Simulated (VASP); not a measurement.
BaS: single point with PBEsol

The system is BaS.

```xyz
2
Lattice="0.0000 3.1506 3.1506 3.1506 0.0000 3.1506 3.1506 3.1506 0.0000" Properties=species:S:1:pos:R:3 pbc="T T T"
Ba    0.0000    0.0000    0.0000
S     3.1506    3.1506    3.1506
```

This cell differs from its parent crystal: volume scaled by 0.96.

- Program: VASP 6.6.1
- Task: single point
- Functional: PBEsol
- Potentials or basis: VASP PAW PBE potentials, release 64 (Ba_sv, S)
- Cutoff: 520 eV
- k mesh: 8 × 8 × 8
- Occupations: fermi-dirac, width 0.02 eV
- Spin: no spin polarisation
- Dipole correction: no
- Further INCAR settings: ALGO = Normal; EDIFF = 1e-06; NBANDS = 15

```yaml
Pressure: 1.4 GPa
Band_gap_on_the_k_mesh: 1.90 eV, indirect (least direct gap 2.02 eV)
```

Levels at points of the mesh, in eV from the valence-band top:
```
           k point  band 6  band 7  band 8  band 9  band 10  band 11
(0.00, 0.00, 0.00)    0.00    0.00    0.00    3.61     3.78     3.78
(0.50, 0.00, 0.00)   -2.09   -1.19   -1.19    5.60     5.65     6.41
(0.50, 0.50, 0.00)   -0.49   -0.12   -0.12    1.90     6.01     6.17
```

Wall time 31 s on 1 thread of AMD EPYC 7R13 Processor (Zen 3) (shared host), peak memory 0.18 GiB.

Caveat: the PAW data sets were made with another functional, which shifts forces and pressure a little; spin-orbit coupling is left out, which moves the levels of the heavy elements. A k mesh can miss the band edges.
